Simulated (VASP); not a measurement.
# InAs (F-43m) in VASP: further runs

Runs on InAs. Level: PBE. Tasks: vibrations by perturbation theory.

Everything below comes from runs of VASP 6.6.1. Logs are shortened: lines on timing, memory, paths and dates and some standing lists are left out, and cuts for length are marked.

## (1) The cell of the first run

It takes space group F-43m (No. 216, cubic). The conventional cell has a = 5.852 Å, b = 5.852 Å, c = 5.852 Å, α = 90.00°, β = 90.00°, γ = 90.00°. Within 3.3 Å of In (site symmetry -43m) lie 4 As at 2.53 Å. Within 3.3 Å of As (site symmetry -43m) lie 4 In at 2.53 Å.

## (2) Vibrations by perturbation theory, PBE

INCAR

```
SYSTEM = InAs
  PREC = Accurate
  ENCUT = 520
  EDIFF = 1E-8
  ISMEAR = -1
  SIGMA = 0.15
  LREAL = .FALSE.
  LASPH = .TRUE.
  NELM = 100
  ALGO = Normal
  ISIF = 2
  LWAVE = .FALSE.
  LCHARG = .TRUE.
  GGA = PE
  NBANDS = 16
  IBRION = 8
  NSW = 1
```

KPOINTS

```
regular mesh
0
G
  12 12 12
  0 0 0
```

POSCAR

```
InAs
1.0
    0.0000000000      2.9261577921      2.9261577921
    2.9261577921      0.0000000000      2.9261577921
    2.9261577921      2.9261577921      0.0000000000
In As
1 1
Direct
    0.0000000000      0.0000000000      0.0000000000
    0.7500000000      0.7500000000      0.7500000000
```

Potentials or basis: VASP PAW PBE potentials, release 64 (In_d, As).

Launch:

```console
$ cat potpaw_PBE.64/In_d/POTCAR potpaw_PBE.64/As/POTCAR > POTCAR
$ mpirun -np 1 vasp_std > vasp.out
```

OUTCAR:

```text
SYSTEM = InAs
   PREC = Accurate
   ENCUT = 520
   EDIFF = 1E-8
   ISMEAR = -1
   LREAL = .FALSE.
   LASPH = .TRUE.
   NELM = 100
   ISIF = 2
   GGA = PE
   IBRION = 8
   NSW = 1

 ion  position               nearest neighbor table
   1  0.000  0.000  0.000-   2 2.53   2 2.53   2 2.53   2 2.53
   2  0.750  0.750  0.750-   1 2.53   1 2.53   1 2.53   1 2.53

  LATTYP: Found a face centered cubic cell.
 ALAT       =     5.8523155842

  Lattice vectors:

 A1 = (   0.0000000000,   2.9261577921,   2.9261577921)
 A2 = (   2.9261577921,   0.0000000000,   2.9261577921)
 A3 = (   2.9261577921,   2.9261577921,   0.0000000000)

Analysis of symmetry for initial positions (statically):
=====================================================================
 Subroutine PRICEL returns:
 Original cell was already a primitive cell.

 Routine SETGRP: Setting up the symmetry group for a
 face centered cubic supercell.

 Subroutine GETGRP returns: Found 24 space group operations
 (whereof 24 operations were pure point group operations)
 out of a pool of 48 trial point group operations.

The static configuration has the point symmetry T_d .

Analysis of symmetry for dynamics (positions and initial velocities):
=====================================================================
 Subroutine PRICEL returns:
 Original cell was already a primitive cell.

 Routine SETGRP: Setting up the symmetry group for a
 face centered cubic supercell.

 Subroutine GETGRP returns: Found 24 space group operations
 (whereof 24 operations were pure point group operations)
 out of a pool of 48 trial point group operations.

The dynamic configuration has the point symmetry T_d .

 Subroutine INISYM returns: Found 24 space group operations
 (whereof 24 operations are pure point group operations),
 and found     1 'primitive' translations

----------------------------------------------------------------------------------------

                                     Primitive cell

  volume of cell :      50.1099

  direct lattice vectors                    reciprocal lattice vectors
     0.000000000  2.926157792  2.926157792    -0.170872535  0.170872535  0.170872535
     2.926157792  0.000000000  2.926157792     0.170872535 -0.170872535  0.170872535
     2.926157792  2.926157792  0.000000000     0.170872535  0.170872535 -0.170872535

  length of vectors
     4.138212035  4.138212035  4.138212035     0.295959912  0.295959912  0.295959912

  position of ions in fractional coordinates (direct lattice)
     0.000000000  0.000000000  0.000000000
     0.750000000  0.750000000  0.750000000

  ion indices of the primitive-cell ions
   primitive index   ion index
                 1           1
                 2           2

----------------------------------------------------------------------------------------

 KPOINTS: regular mesh

Automatic generation of k-mesh.
 Grid dimensions read from file:
 generate k-points for:   12   12   12

 Generating k-lattice:

  Cartesian coordinates                     Fractional coordinates (reciprocal lattice)
    -0.014239378  0.014239378  0.014239378     0.083333333  0.000000000  0.000000000
     0.014239378 -0.014239378  0.014239378     0.000000000  0.083333333  0.000000000
     0.014239378  0.014239378 -0.014239378     0.000000000  0.000000000  0.083333333

[... 75 lines left out ...]
     AMIX     =   0.40;   BMIX     =  1.00
     AMIX_MAG =   1.60;   BMIX_MAG =  1.00
  volume/ion in A,a.u.               =      25.05       169.08
  Fermi-wavevector in a.u.,A,eV,Ry     =   1.163745  2.199160 18.426411  1.354303
  Thomas-Fermi vector in A             =   2.300291
   LORBIT       =      0    0 simple, 1 ext, 2 COOP (PROOUT), +10 PAW based schemes
   GGA     = PE    functional components
   LHFCALC =     F    Hartree Fock is set to
   AEXX    =    0.0000 exact exchange contribution
   IVDW    =     0    specifies the selected vdW correction
   LEPSILON=     F    determine dielectric tensor
   LRPA    =     F    only Hartree local field effects (RPA)
 non-spin polarized calculation
  energy-cutoff  :      520.00
  volume of cell :       50.11
 maximum number of plane-waves:      1369
   NGX = 15   NGY = 15   NGZ = 15

--------------------------------------- Ionic step        1  -------------------------------------------

 number of electron      18.0000003 magnetization

 Free energy of the ion-electron system (eV)
  ---------------------------------------------------
  ext. energy  EPLUGINS =         0.00000000
  ---------------------------------------------------
  free energy    TOTEN  =        -7.42429424 eV

  energy without entropy =       -7.42283659  energy(sigma->0) =       -7.42356542

 E-fermi :   6.0374     XC(G=0):  -9.5316

 val. band max:        5.8755071701   @ k =   0.0000   0.0000   0.0000
 cond. band min:       6.7191251385   @ k =   0.0833   0.0000   0.0000
 fundamental gap:      0.8436179685
 Fermi energy:         6.0374144092

 k-point     1 :       0.0000    0.0000    0.0000
  band No.  band energies     occupation
      1      -9.0700      2.00000
      2      -9.0700      2.00000
      3      -9.0700      2.00000
      4      -8.8971      2.00000
      5      -8.8971      2.00000
      6      -6.9845      2.00000
[... 433 lines left out ...]
      3      -9.0087      2.00000
      4      -8.8969      2.00000
      5      -8.8888      2.00000
      6      -5.0039      2.00000
[... 8 lines left out ...]
     15      15.5375      0.00000
     16      16.0315      0.00000

 [... further k-points ...]

------------------------ aborting loop because EDIFF is reached ----------------------------------------

  FORCE on cell =-STRESS in cart. coord.  units (eV):
  Direction    XX          YY          ZZ          XY          YZ          ZX
  --------------------------------------------------------------------------------------
  -------------------------------------------------------------------------------------
  Total        3.7892909      3.7892909      3.7892909     -0.0000000      0.0000000     -0.0000000
  in kB      121.1561053    121.1561053    121.1561053     -0.0000000      0.0000000     -0.0000000
  external PRESSURE =     121.1561053 kB  Pullay stress =       0.0000000 kB

 VOLUME and BASIS-vectors are now :
 -----------------------------------------------------------------------------
  energy-cutoff  :      520.00
  volume of cell :       50.11
      direct lattice vectors                 reciprocal lattice vectors
     0.000000000  2.926157792  2.926157792    -0.170872535  0.170872535  0.170872535
     2.926157792  0.000000000  2.926157792     0.170872535 -0.170872535  0.170872535
     2.926157792  2.926157792  0.000000000     0.170872535  0.170872535 -0.170872535

 POSITION                                       TOTAL-FORCE (eV/Angst)
 -----------------------------------------------------------------------------------
      0.00000      0.00000      0.00000         0.000000     -0.000000     -0.000000
      4.38924      4.38924      4.38924        -0.000000      0.000000      0.000000
 -----------------------------------------------------------------------------------
    total drift:                               -0.000000     -0.000000     -0.000000

  FREE ENERGIE OF THE ION-ELECTRON SYSTEM (eV)
  ---------------------------------------------------
  free  energy   TOTEN  =        -7.4242942449 eV

  energy  without entropy=       -7.4228365896  energy(sigma->0) =       -7.42356542

[... ionic steps 2 to 3 ...]

--------------------------------------- Ionic step        4  -------------------------------------------

------------------------ aborting loop because EDIFF is reached ----------------------------------------

[... ionic steps 5 to 6 ...]

--------------------------------------- Ionic step        7  -------------------------------------------

 Free energy of the ion-electron system (eV)
  ---------------------------------------------------
  ---------------------------------------------------
  free energy    TOTEN  =        -0.04565059 eV

  energy without entropy =       -0.04565058

------------------------ aborting loop because EDIFF is reached ----------------------------------------

 INTERNAL STRAIN TENSOR  FOR ION    2  DIRECTION 1   (eV/Angst):
 -----------------------------------------------------------------------------
    -0.00445  0.00000  0.00000
     0.00000  0.00275 13.08947
     0.00000 13.08947  0.00275

 INTERNAL STRAIN TENSOR FOR ION    2 for displacements in x,y,z  (eV/Angst):
          X           Y           Z          XY          YZ          ZX
  --------------------------------------------------------------------------------
  x    -0.00000     0.00000     0.00000     0.00000    13.08947     0.00000
  y    -0.00000     0.00000    -0.00000     0.00000     0.00000    13.08947
  z     0.00000     0.00000    -0.00000    13.08947     0.00000     0.00000

 SECOND DERIVATIVES (NOT SYMMETRIZED)
 ------------------------------------
               1X          1Y          1Z          2X          2Y          2Z
  1X   -10.253535    0.000000    0.000000   10.253535    0.000000    0.000000
  1Y     0.000000  -10.253535    0.000000    0.000000   10.253535    0.000000
  1Z     0.000000    0.000000  -10.253535    0.000000    0.000000   10.253535
  2X    10.228267    0.000000    0.000000  -10.228267    0.000000    0.000000
  2Y     0.000000   10.228267    0.000000    0.000000  -10.228267    0.000000
  2Z     0.000000    0.000000   10.228267    0.000000    0.000000  -10.228267

 Eigenvectors and eigenvalues of the dynamical matrix
 ----------------------------------------------------

   1 f  =    7.429025 THz    46.677942 2PiTHz  247.805608 cm-1    30.723966 meV
             X         Y         Z           dx          dy          dz
      0.000000  0.000000  0.000000     0.628850    0.000000    0.000000
      4.389237  4.389237  4.389237    -0.777527   -0.000000    0.000000
[... 21 lines left out ...]
   6 f/i=    0.004481 THz     0.028157 2PiTHz    0.149480 cm-1     0.018533 meV
             X         Y         Z           dx          dy          dz
      0.000000  0.000000  0.000000    -0.060543   -0.002691    0.775161
      4.389237  4.389237  4.389237    -0.048966   -0.002177    0.626937

--------------------------------------------------------------------------------------------------------

 ELASTIC MODULI CONTR FROM IONIC RELAXATION (kBar)
 Direction    XX          YY          ZZ          XY          YZ          ZX
 --------------------------------------------------------------------------------
 XX          -0.0000      0.0000      0.0000     -0.0000      0.0000      0.0000
 YY           0.0000     -0.0000      0.0000     -0.0000     -0.0000     -0.0000
 ZZ           0.0000      0.0000     -0.0000      0.0000     -0.0000      0.0000
 XY          -0.0000     -0.0000      0.0000   -529.2112      0.0000      0.0000
 YZ           0.0000     -0.0000     -0.0000      0.0000   -529.2112      0.0000
 ZX           0.0000     -0.0000      0.0000      0.0000      0.0000   -529.2112
 --------------------------------------------------------------------------------
```

Run time: 6.8 min. Hardware: 1 thread of AMD EPYC 9R45 (Zen 5), shared host; peak memory 0.55 GiB.

What came out:

```yaml
Highest_phonon_frequency_at_Γ_LO-TO_splitting_left_out: 248 cm⁻¹
```

Phonon frequencies in cm⁻¹ (negative: imaginary):
| q point | frequencies |
| --- | --- |
| (0.000, 0.000, 0.000) | 0 0 0 248 248 248 |

Caveat: the cell stands under pressure or tension, which shifts response properties; spin-orbit coupling is left out, which moves the levels of the heavy elements.

## (3) Vibrations by perturbation theory, PBE

This run uses another cell than the first one, of 30.27 Å³/atom.

INCAR

```
SYSTEM = InAs
PREC = Accurate
ENCUT = 520
EDIFF = 1E-8
ISMEAR = -1
SIGMA = 0.15
LREAL = .False.
LASPH = .True.
NELM = 60
ALGO = Normal
ISIF = 2
LWAVE = .False.
LCHARG = .False.
GGA = PE
NBANDS = 16
IBRION = 8
NSW = 1
```

KPOINTS

```
regular mesh
0
Gamma
  12 12 12
  0 0 0
```

POSCAR

```
InAs
1.0
    0.0000000000      3.1166214293      3.1166214293
    3.1166214293      0.0000000000      3.1166214293
    3.1166214293      3.1166214293      0.0000000000
In As
1 1
Direct
    0.0000000000      0.0000000000      0.0000000000
    0.7500000000      0.7500000000      0.7500000000
```

Potentials or basis: VASP PAW PBE potentials, release 64 (In_d, As).

Launch:

```console
$ cat potpaw_PBE.64/In_d/POTCAR potpaw_PBE.64/As/POTCAR > POTCAR
$ mpirun -np 1 vasp_std > vasp.out
```

OUTCAR:

```text
SYSTEM = InAs
   PREC = Accurate
   ENCUT = 520
   EDIFF = 1E-8
   ISMEAR = -1
   LREAL = .False.
   LASPH = .True.
   NELM = 60
   ISIF = 2
   GGA = PE
   IBRION = 8
   NSW = 1

 ion  position               nearest neighbor table
   1  0.000  0.000  0.000-   2 2.70   2 2.70   2 2.70   2 2.70
   2  0.750  0.750  0.750-   1 2.70   1 2.70   1 2.70   1 2.70

  LATTYP: Found a face centered cubic cell.
 ALAT       =     6.2332428586

  Lattice vectors:

 A1 = (   0.0000000000,   3.1166214293,   3.1166214293)
 A2 = (   3.1166214293,   0.0000000000,   3.1166214293)
 A3 = (   3.1166214293,   3.1166214293,   0.0000000000)

Analysis of symmetry for initial positions (statically):
=====================================================================
 Subroutine PRICEL returns:
 Original cell was already a primitive cell.

 Routine SETGRP: Setting up the symmetry group for a
 face centered cubic supercell.

 Subroutine GETGRP returns: Found 24 space group operations
 (whereof 24 operations were pure point group operations)
 out of a pool of 48 trial point group operations.

The static configuration has the point symmetry T_d .

Analysis of symmetry for dynamics (positions and initial velocities):
=====================================================================
 Subroutine PRICEL returns:
 Original cell was already a primitive cell.

 Routine SETGRP: Setting up the symmetry group for a
 face centered cubic supercell.

 Subroutine GETGRP returns: Found 24 space group operations
[... 640 lines left out ...]
      4.67493      4.67493      4.67493         0.000000      0.000000      0.000000
 -----------------------------------------------------------------------------------
    total drift:                                0.000000      0.000000     -0.000000

  FREE ENERGIE OF THE ION-ELECTRON SYSTEM (eV)
  ---------------------------------------------------
  free  energy   TOTEN  =        -7.7173410137 eV

  energy  without entropy=       -7.7120882878  energy(sigma->0) =       -7.71471465

[... ionic steps 2 to 3 ...]

--------------------------------------- Ionic step        4  -------------------------------------------

------------------------ aborting loop because EDIFF is reached ----------------------------------------

[... ionic steps 5 to 6 ...]

--------------------------------------- Ionic step        7  -------------------------------------------

 Free energy of the ion-electron system (eV)
  ---------------------------------------------------
  ---------------------------------------------------
  free energy    TOTEN  =        -0.04537220 eV

  energy without entropy =       -0.04537220

------------------------ aborting loop because EDIFF is reached ----------------------------------------

 INTERNAL STRAIN TENSOR  FOR ION    2  DIRECTION 1   (eV/Angst):
 -----------------------------------------------------------------------------
    -0.00100  0.00000  0.00000
     0.00000  0.00184  5.51619
     0.00000  5.51619  0.00184

 INTERNAL STRAIN TENSOR FOR ION    2 for displacements in x,y,z  (eV/Angst):
          X           Y           Z          XY          YZ          ZX
  --------------------------------------------------------------------------------
  x    -0.00000     0.00000     0.00000     0.00000     5.51619     0.00000
  y     0.00000     0.00000     0.00000     0.00000     0.00000     5.51619
  z     0.00000     0.00000    -0.00000     5.51619     0.00000     0.00000

 SECOND DERIVATIVES (NOT SYMMETRIZED)
 ------------------------------------
               1X          1Y          1Z          2X          2Y          2Z
  1X    -6.230293    0.000000    0.000000    6.230293    0.000000    0.000000
  1Y     0.000000   -6.230293    0.000000    0.000000    6.230293    0.000000
  1Z     0.000000    0.000000   -6.230293    0.000000    0.000000    6.230293
  2X     6.233670    0.000000    0.000000   -6.233670    0.000000    0.000000
  2Y     0.000000    6.233670    0.000000    0.000000   -6.233670    0.000000
  2Z     0.000000    0.000000    6.233670    0.000000    0.000000   -6.233670

 Eigenvectors and eigenvalues of the dynamical matrix
 ----------------------------------------------------

   1 f  =    5.796215 THz    36.418691 2PiTHz  193.340911 cm-1    23.971207 meV
             X         Y         Z           dx          dy          dz
      0.000000  0.000000  0.000000     0.628278    0.000000    0.000000
      4.674932  4.674932  4.674932    -0.777989    0.000000    0.000000
[... 21 lines left out ...]
   6 f/i=    0.000768 THz     0.004823 2PiTHz    0.025606 cm-1     0.003175 meV
             X         Y         Z           dx          dy          dz
      0.000000  0.000000  0.000000     0.207545   -0.749795    0.000000
      4.674932  4.674932  4.674932     0.167607   -0.605509    0.000000

--------------------------------------------------------------------------------------------------------

 ELASTIC MODULI CONTR FROM IONIC RELAXATION (kBar)
 Direction    XX          YY          ZZ          XY          YZ          ZX
 --------------------------------------------------------------------------------
 XX          -0.0000     -0.0000      0.0000     -0.0000      0.0000     -0.0000
 YY          -0.0000     -0.0000     -0.0000     -0.0000     -0.0000     -0.0000
 ZZ           0.0000     -0.0000     -0.0000      0.0000     -0.0000     -0.0000
 XY          -0.0000     -0.0000      0.0000   -127.3118      0.0000      0.0000
 YZ           0.0000     -0.0000     -0.0000      0.0000   -127.3118      0.0000
 ZX          -0.0000     -0.0000     -0.0000      0.0000      0.0000   -127.3118
 --------------------------------------------------------------------------------
```

stdout:

```text
POSCAR found type information on POSCAR InAs
 POSCAR found :  2 types and       2 ions
 scaLAPACK will be used
 LDA part: xc-table for (Slater+PW92), standard interpolation
 POSCAR, INCAR and KPOINTS ok, starting setup
 FFT: planning ... GRIDC
 FFT: planning ... GRID_SOFT
 FFT: planning ... GRID
 WAVECAR not read
 entering main loop
 Linear response reoptimize wavefunctions to high precision
 Linear response DOF=           2
 Linear response progress:
 first order change of Fermi-energy  -0.35496E-04
 force on displaced ion       1 direction 1 :  -6.230   0.000   0.000
 Linear response progress:
 first order change of Fermi-energy   0.25293E-03
 force on displaced ion       2 direction 1 :  -6.234  -0.000  -0.000
 Linear response finished
```

It took 24 min on 1 thread of Intel Xeon 8259CL, shared host; peak memory 0.7 GiB.

What came out:

```yaml
Highest_phonon_frequency_at_Γ_LO-TO_splitting_left_out: 193 cm⁻¹
```

Phonon frequencies in cm⁻¹ (negative: imaginary):
| q point | frequencies |
| --- | --- |
| (0.000, 0.000, 0.000) | 0 0 0 193 193 193 |

Caveat: spin-orbit coupling is left out, which moves the levels of the heavy elements.
